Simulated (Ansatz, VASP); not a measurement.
MgO in VASP and in Ansatz

```
CELL_PARAMETERS angstrom
2.93802 0.00000 0.00000
-1.46901 2.54440 0.00000
0.00000 0.00000 2.67968
ATOMIC_POSITIONS crystal
Mg 0.00000 0.00000 0.00000
O 0.33333 0.66667 0.44402
```

Change from the starting cell: all O atoms moved +0.150 Å, as atom 2 towards its neighbour atom 2 (O) at 2.680 Å.

Alike in both runs: task single point; functional LDA; k mesh 9 × 9 × 8; occupations gaussian, width 0.05 eV; no spin polarisation.

```csv
,VASP,Ansatz
version,VASP 6.6.1,Ansatz 0.2.0
potentials or method,"VASP PAW LDA potentials, release 64 (Mg, O), cutoff 520 eV","scalar-relativistic, plane waves, PAW"
valence electrons in the cell,8,16
```

Ansatz gave:

| Property | Result |
| --- | --- |
| gap on the k mesh at the Fermi level (eV) | 2.92 |
| least direct gap on the mesh (eV) | 3.35 |
| pressure (GPa) | -7.5 |
| traceless stress, the component that is largest in VASP (GPa) | -0.36 |
| rms of the force components (eV/Å) | 0.250 |

Q: Which values does VASP return?

A: gap on the k mesh at the Fermi level (eV): 2.92; least direct gap on the mesh (eV): 3.35; pressure (GPa): -9.0; traceless stress, the component that is largest in VASP (GPa): -0.59; rms of the force components (eV/Å): 0.256.

LDA's correlation is that of Perdew and Zunger in VASP and of Perdew and Wang (1992) in Ansatz. Atom by atom the forces differ by 0.006 eV/Å (rms over components). VASP's potentials hold 8 valence electrons a cell and Ansatz's 16, so a difference there can come from the potentials and not from the codes.
